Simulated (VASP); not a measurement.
# Si (P1) in VASP: single point with LDA

Aim: the single point of Si with LDA.

All numbers are computed with VASP 6.6.1; they aren't measurements. Logs are shortened: lines on timing, memory, paths and dates and some standing lists are left out, and cuts for length are marked.

## Step 1: The cell of the first run

The typed cell holds 8 atoms: a = 5.688 Å, b = 5.688 Å, c = 5.688 Å, α = 109.47°, β = 109.47°, γ = 109.47°.

## Step 2: Single point, LDA (atoms displaced along a vibrational mode)

INCAR

```
ALGO     = Normal         # electronic algorithm
EDIFF    = 1E-6           # SCF threshold, eV
ENCUT    = 520            # plane-wave cutoff, eV
GGA      = CA             # functional
ISIF     = 2              # what is computed and relaxed
ISMEAR   = 0              # smearing method
LASPH    = True           # aspherical terms in the spheres
LCHARG   = False          # write CHGCAR
LREAL    = False          # projectors in reciprocal space
LWAVE    = False          # write WAVECAR
NBANDS   = 26             # bands
NELM     = 60             # most SCF steps
PREC     = Accurate       # precision mode
SIGMA    = 0.15           # smearing width, eV
```

KPOINTS

```
k-points
0
Gamma
  8 8 8
```

POSCAR

```
Si
1.0
   -3.2836945433      3.2836945433      3.2836945433
    3.2836945433     -3.2836945433      3.2836945433
    3.2836945433      3.2836945433     -3.2836945433
Si
8
Direct
    0.2020824632      0.2023783608      0.1886420047
    0.5317463414      0.0329704025      0.3113425117
    0.2721639968      0.5212849167      0.0000000000
    0.0241977808      0.3326833598      0.4990718366
    0.7993833926      0.7560617283      0.8097465505
    0.5098135694     -0.0335239684      0.6911812229
    0.6588034547      0.4543197462      0.0000000000
    0.0018090010      0.7338254541      0.5000158736
```

Potentials or basis: VASP PAW LDA potentials, release 64 (Si).

Run with:

```
> cat potpaw_LDA.64/Si/POTCAR > POTCAR
> mpirun -np 1 vasp_std > vasp.out
```

OUTCAR:

```text
EDIFF = 1E-6
   ENCUT = 520
   GGA = CA
   ISIF = 2
   ISMEAR = 0
   LASPH = True
   LREAL = False
   NELM = 60
   PREC = Accurate

 ion  position               nearest neighbor table
   1  0.202  0.202  0.189-   4 2.35   5 2.35   3 2.39   2 2.39
   2  0.532  0.033  0.311-   4 2.35   6 2.35   1 2.39   3 2.40
   3  0.272  0.521  0.000-   4 2.35   7 2.35   1 2.39   2 2.40
   4  0.024  0.333  0.499-   8 2.33   2 2.35   1 2.35   3 2.35
   5  0.799  0.756  0.810-   1 2.35   7 2.38   6 2.39   8 2.40
   6  0.510  0.966  0.691-   2 2.35   8 2.38   7 2.39   5 2.39
   7  0.659  0.454  0.000-   3 2.35   8 2.37   5 2.38   6 2.39
   8  0.002  0.734  0.500-   4 2.33   7 2.37   6 2.38   5 2.40

  LATTYP: Found a body centered cubic cell.
 ALAT       =     6.5673890866

  Lattice vectors:

 A1 = (  -3.2836945433,   3.2836945433,   3.2836945433)
 A2 = (   3.2836945433,  -3.2836945433,   3.2836945433)
 A3 = (   3.2836945433,   3.2836945433,  -3.2836945433)

Analysis of symmetry for initial positions (statically):
=====================================================================
 Subroutine PRICEL returns:
 Original cell was already a primitive cell.

 Routine SETGRP: Setting up the symmetry group for a
 body centered cubic supercell.

 Subroutine GETGRP returns: Found  1 space group operations
 (whereof  1 operations were pure point group operations)
 out of a pool of 48 trial point group operations.

The static configuration has the point symmetry C_1 .

Analysis of symmetry for dynamics (positions and initial velocities):
=====================================================================
 Subroutine PRICEL returns:
 Original cell was already a primitive cell.

 Routine SETGRP: Setting up the symmetry group for a
 body centered cubic supercell.

 Subroutine GETGRP returns: Found  1 space group operations
 (whereof  1 operations were pure point group operations)
 out of a pool of 48 trial point group operations.

The dynamic configuration has the point symmetry C_1 .

 Subroutine INISYM returns: Found  1 space group operations
 (whereof  1 operations are pure point group operations),
 and found     1 'primitive' translations

----------------------------------------------------------------------------------------

                                     Primitive cell

  volume of cell :     141.6277

  direct lattice vectors                    reciprocal lattice vectors
    -3.283694543  3.283694543  3.283694543     0.000000000  0.152267513  0.152267513
     3.283694543 -3.283694543  3.283694543     0.152267513  0.000000000  0.152267513
     3.283694543  3.283694543 -3.283694543     0.152267513  0.152267513  0.000000000

  length of vectors
     5.687525786  5.687525786  5.687525786     0.215338781  0.215338781  0.215338781

  position of ions in fractional coordinates (direct lattice)
     0.202082463  0.202378361  0.188642005
     0.531746341  0.032970402  0.311342512
     0.272163997  0.521284917  0.000000000
     0.024197781  0.332683360  0.499071837
     0.799383393  0.756061728  0.809746551
     0.509813569  0.966476032  0.691181223
     0.658803455  0.454319746  0.000000000
     0.001809001  0.733825454  0.500015874

  ion indices of the primitive-cell ions
   primitive index   ion index
                 1           1
                 2           2
                 3           3
                 4           4
                 5           5
                 6           6
                 7           7
                 8           8

----------------------------------------------------------------------------------------

 KPOINTS: k-points

Automatic generation of k-mesh.
 Grid dimensions read from file:
 generate k-points for:    8    8    8

 Generating k-lattice:

  Cartesian coordinates                     Fractional coordinates (reciprocal lattice)
     0.000000000  0.019033439  0.019033439     0.125000000  0.000000000  0.000000000
     0.019033439  0.000000000  0.019033439     0.000000000  0.125000000  0.000000000
     0.019033439  0.019033439  0.000000000     0.000000000  0.000000000  0.125000000

  Length of vectors
     0.026917348  0.026917348  0.026917348

  Shift w.r.t. Gamma in fractional coordinates (k-lattice)
     0.000000000  0.000000000  0.000000000

 Subroutine IBZKPT returns following result:
 ===========================================

 Found    260 irreducible k-points:

 Following reciprocal coordinates:
            Coordinates               Weight
  0.000000  0.000000  0.000000      1.000000
  0.125000  0.000000  0.000000      2.000000
  0.000000  0.125000  0.000000      2.000000
  0.000000  0.000000  0.125000      2.000000
  0.125000  0.000000 -0.125000      2.000000
  0.125000 -0.125000  0.000000      2.000000
[... 16 lines left out ...]
  0.500000  0.000000  0.500000      1.000000
  0.500000  0.500000  0.000000      1.000000
 [... further k-points ...]
   k-points           NKPTS =    260   k-points in BZ     NKDIM =    260   number of bands    NBANDS=     26
   number of dos      NEDOS =    301   number of ions     NIONS =      8
   total plane-waves  NPLWV =  74088
   dimension x,y,z NGX =    42 NGY =   42 NGZ =   42
   dimension x,y,z NGXF=    84 NGYF=   84 NGZF=   84
   ions per type =               8
   NGX,Y,Z   is equivalent  to a cutoff of  12.28, 12.28, 12.28 a.u.
   NGXF,Y,Z  is equivalent  to a cutoff of  24.55, 24.55, 24.55 a.u.
 SYSTEM =  unknown system
   PREC   = accura    normal or accurate (medium, high low for compatibility)
   ISTART =      0    job   : 0-new  1-cont  2-samecut
   ICHARG =      2    charge: 1-file 2-atom 10-const
   ISPIN  =      1    spin polarized calculation?
   LNONCOLLINEAR =      F non collinear calculations
   LSORBIT =      F    spin-orbit coupling
   LASPH  =      T    aspherical Exc in radial PAW
   ENCUT  =  520.0 eV  38.22 Ry    6.18 a.u.  10.58 10.58 10.58*2*pi/ulx,y,z
   NELM   =     60;   NELMIN=  2; NELMDL= -5     # of ELM steps
   EDIFF  = 0.1E-05   stopping-criterion for ELM
   LREAL  =      F    real-space projection
   EDIFFG = 0.1E-04   stopping-criterion for IOM
   NSW    =      0    number of steps for IOM
   IBRION =     -1    ionic relax: 0-MD 1-quasi-New 2-CG
   NFREE  =      0    steps in history (QN), initial steepest desc. (CG)
   ISIF   =      2    stress and relaxation
   ISYM   =      2    0-nonsym 1-usesym 2-fastsym
   POTIM  = 0.5000    time-step for ionic-motion
   TEBEG  =    0.0;   TEEND  =   0.0 temperature during run
   PSTRESS=    0.0 pullay stress
   NELECT =      32.0000    total number of electrons
   NUPDOWN=      -1.0000    fix difference up-down
   EMIN   =  10.00;   EMAX   =-10.00  energy-range for DOS
   EFERMI =   0.00;   METHOD = LEGACY
   ISMEAR =     0;   SIGMA  =   0.15  broadening in eV -4-tet -1-fermi 0-gaus
   EFERMI_NEDOS =   21; number of points for ismear=-14 and -15
   IALGO  =     38    algorithm
   IMIX   =      4    mixing-type and parameters
     AMIX     =   0.40;   BMIX     =  1.00
     AMIX_MAG =   1.60;   BMIX_MAG =  1.00
  volume/ion in A,a.u.               =      17.70       119.47
  Fermi-wavevector in a.u.,A,eV,Ry     =   0.997108  1.884260 13.527236  0.994224
  Thomas-Fermi vector in A             =   2.129242
   LORBIT       =      0    0 simple, 1 ext, 2 COOP (PROOUT), +10 PAW based schemes
   GGA     = CA    functional components
   LHFCALC =     F    Hartree Fock is set to
   AEXX    =    0.0000 exact exchange contribution
   IVDW    =     0    specifies the selected vdW correction
   LEPSILON=     F    determine dielectric tensor
   LRPA    =     F    only Hartree local field effects (RPA)
 non-spin polarized calculation
 Gauss-broadening in eV      SIGMA  =   0.15
  energy-cutoff  :      520.00
  volume of cell :      141.63
 maximum number of plane-waves:      3884
   NGX = 21   NGY = 21   NGZ = 21

 number of electron      32.0000001 magnetization

 Free energy of the ion-electron system (eV)
  ---------------------------------------------------
  ext. energy  EPLUGINS =         0.00000000
  ---------------------------------------------------
  free energy    TOTEN  =       -46.29405658 eV

  energy without entropy =      -46.28219526  energy(sigma->0) =      -46.28812592

 E-fermi :   7.4196     XC(G=0): -10.2436

 val. band max:        7.3979511602   @ k =  -0.3750  -0.3750   0.1250
 cond. band min:       7.4379517769   @ k =   0.3750  -0.3750   0.5000
 fundamental gap:      0.0400006166
 Fermi energy:         7.4196190080

 k-point     1 :       0.0000    0.0000    0.0000
  band No.  band energies     occupation
      1      -5.4813      2.00000
      2      -0.9102      2.00000
      3      -0.6318      2.00000
      4      -0.5311      2.00000
      5      -0.5126      2.00000
      6       0.7973      2.00000
[... 18 lines left out ...]
     25      12.8189      0.00000
     26      13.1259      0.00000

 k-point     2 :       0.1250    0.0000    0.0000
  band No.  band energies     occupation
      1      -5.3829      2.00000
      2      -1.2641      2.00000
      3      -1.0062      2.00000
      4      -0.8016      2.00000
      5      -0.3360      2.00000
      6       0.6901      2.00000
[... 18 lines left out ...]
     25      12.6871      0.00000
     26      12.9352      0.00000

 k-point     3 :       0.0000    0.1250    0.0000
  band No.  band energies     occupation
      1      -5.3832      2.00000
      2      -1.2909      2.00000
      3      -0.9415      2.00000
      4      -0.8039      2.00000
      5      -0.3815      2.00000
      6       0.6962      2.00000
[... 572 lines left out ...]
 k-point    23 :       0.5000    0.0000    0.5000
  band No.  band energies     occupation
      1      -4.0005      2.00000
      2      -3.8672      2.00000
      3      -1.6654      2.00000
      4      -1.5340      2.00000
      5      -0.0903      2.00000
      6       0.0595      2.00000
[... 18 lines left out ...]
     25      11.7817      0.00000
     26      12.2221      0.00000

 k-point    24 :       0.5000    0.5000    0.0000
  band No.  band energies     occupation
      1      -4.0201      2.00000
      2      -3.8553      2.00000
      3      -1.6020      2.00000
      4      -1.5577      2.00000
      5      -0.0617      2.00000
      6      -0.0051      2.00000
[... 18 lines left out ...]
     25      12.0379      0.00000
     26      12.1792      0.00000

 [... further k-points ...]

------------------------ aborting loop because EDIFF is reached ----------------------------------------

  FORCE on cell =-STRESS in cart. coord.  units (eV):
  Direction    XX          YY          ZZ          XY          YZ          ZX
  --------------------------------------------------------------------------------------
  -------------------------------------------------------------------------------------
  Total       -1.0807535     -1.0293982     -1.1773581      0.8408591      0.3580683     -0.3944131
  in kB      -12.2261298    -11.6451672    -13.3189778      9.5123009      4.0506822     -4.4618367
  external PRESSURE =     -12.3967583 kB  Pullay stress =       0.0000000 kB

 VOLUME and BASIS-vectors are now :
 -----------------------------------------------------------------------------
  energy-cutoff  :      520.00
  volume of cell :      141.63
      direct lattice vectors                 reciprocal lattice vectors
    -3.283694543  3.283694543  3.283694543     0.000000000  0.152267513  0.152267513
     3.283694543 -3.283694543  3.283694543     0.152267513  0.000000000  0.152267513
     3.283694543  3.283694543 -3.283694543     0.152267513  0.152267513  0.000000000

 POSITION                                       TOTAL-FORCE (eV/Angst)
 -----------------------------------------------------------------------------------
      0.62041      0.61847      0.70868         0.054605      0.099435     -0.130567
     -0.61547      2.66018      0.83200        -0.135218     -0.085178     -0.504903
      0.81804     -0.81804      2.60544        -0.351389      0.338167      0.058434
      2.65177      0.62583     -0.46691        -0.119444      0.205648     -0.440403
      2.51671      2.80122      2.44865         0.100104     -0.383769      0.523644
      3.76917      0.77009      2.57806         0.476418     -0.300881      0.072923
     -0.67146      0.67146      3.65516         0.017541      0.158833      0.598958
      4.04562     -0.76182      0.77370        -0.042617     -0.032254     -0.178086
 -----------------------------------------------------------------------------------
    total drift:                                0.000042     -0.000012      0.000008

  FREE ENERGIE OF THE ION-ELECTRON SYSTEM (eV)
  ---------------------------------------------------
  free  energy   TOTEN  =       -46.2940565787 eV

  energy  without entropy=      -46.2821952630  energy(sigma->0) =      -46.28812592
```

It took 6.1 min on 1 thread of AMD EPYC 9R45 (Zen 5), shared host; peak memory 0.63 GiB.

What came out:

```yaml
Free_energy: -46.2941 eV
Pressure: -1.2 GPa
Largest_force: 0.657 eV/Å
Band_gap_on_the_k_mesh: zero (bands 16 and 17 overlap by 0.36 eV)
```

Forces on the atoms (eV/Å):
```
Si   0.055  0.099 -0.131
Si  -0.135 -0.085 -0.505
Si  -0.351  0.338  0.058
Si  -0.119  0.206 -0.440
Si   0.100 -0.384  0.524
Si   0.476 -0.301  0.073
Si   0.018  0.159  0.599
Si  -0.043 -0.032 -0.178
```

Levels at points of the mesh, in eV from the Fermi level:
| k point | band 13 | band 14 | band 15 | band 16 | band 17 | band 18 | band 19 | band 20 |
| --- | --- | --- | --- | --- | --- | --- | --- | --- |
| (0.00, 0.00, 0.00) | -4.14 | -1.38 | -1.34 | -0.75 | 1.44 | 1.58 | 1.64 | 3.76 |
| (0.50, 0.00, 0.00) | -2.30 | -1.88 | -1.39 | -1.22 | 0.15 | 0.44 | 1.69 | 1.98 |
| (0.00, 0.50, 0.00) | -2.30 | -1.92 | -1.37 | -1.08 | 0.18 | 0.42 | 1.50 | 1.88 |
| (0.00, 0.00, 0.50) | -2.10 | -1.96 | -1.39 | -1.27 | 0.25 | 0.35 | 1.69 | 1.91 |
| (0.50, 0.00, 0.50) | -2.10 | -2.03 | -1.43 | -1.15 | 0.18 | 0.44 | 1.53 | 1.77 |
| (0.50, 0.50, 0.00) | -2.36 | -2.07 | -1.23 | -1.10 | 0.20 | 0.28 | 1.61 | 1.96 |
| (0.00, 0.50, 0.50) | -2.39 | -1.88 | -1.30 | -1.18 | 0.21 | 0.37 | 1.57 | 1.98 |
| (0.50, 0.50, 0.50) | -2.54 | -0.77 | 0.27 | 0.33 | 0.49 | 2.35 | 2.64 | 2.69 |

Caveat: the cell differs from its parent crystal (atoms displaced along a vibrational mode); semilocal functionals underestimate gaps, so a narrow gap can read as zero.
